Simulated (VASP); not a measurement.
Write the native input for VASP 6.6.1 that does the following.

```yaml
Task: single point
Functional: PBE
Potentials_or_basis: VASP PAW PBE potentials, release 64 (Si, O)
Cutoff: 520 eV
k_mesh: 10 × 10 × 10
Occupations: fermi-dirac, width 0.02 eV
Spin: no spin polarisation
Dipole_correction: no
Further_INCAR_settings: ALGO = Normal; EDIFF = 1e-06; NBANDS = 15
```

The structure of SiO2 lies in POSCAR:

```
SiO2
1.0
    0.0000000000      2.3277923538      2.2641691993
    2.3277923538      0.0000000000      2.2641691993
    2.3277923538      2.3277923538      0.0000000000
Si O
1 2
Direct
    0.0000000000      0.0000000000      0.0000000000
    0.2500000000      0.2500000000      0.2500000000
    0.7500000000      0.7500000000      0.7500000000
```

This cell differs from its parent crystal: biaxial xy strain +2.8%.

One way to write it, as run:

INCAR

```
PREC     = Accurate       # precision mode
ENCUT    = 520            # plane-wave cutoff, eV
EDIFF    = 1E-6           # SCF threshold, eV
ISMEAR   = -1             # smearing method
SIGMA    = 0.02           # smearing width, eV
LREAL    = False          # projectors in reciprocal space
LASPH    = True           # aspherical terms in the spheres
NELM     = 100            # most SCF steps
ALGO     = Normal         # electronic algorithm
ISIF     = 2              # what is computed and relaxed
LWAVE    = False          # write WAVECAR
LCHARG   = False          # write CHGCAR
GGA      = PE             # functional
NBANDS   = 15             # bands
```

KPOINTS

```
regular mesh
0
Gamma
  10 10 10
```

Potentials or basis: VASP PAW PBE potentials, release 64 (Si, O).

Command:

```sh
$ cat potpaw_PBE.64/Si/POTCAR potpaw_PBE.64/O/POTCAR > POTCAR
$ mpirun -np 1 vasp_std > vasp.out
```

It gave:

The pressure is -4.7 GPa and the band gap on the k mesh is 1.20 eV (least direct gap 1.41 eV).

Caveat: the cell differs from its parent crystal (biaxial xy strain +2.8%); the stress differs along the axes, from -14 to 13 GPa; the structure was generated, so it needn't be the stable form of SiO2.

Wall time 13 s on 1 thread of Intel(R) Xeon(R) Platinum 8488C (Sapphire Rapids), on a shared host, peak memory 0.15 GiB.
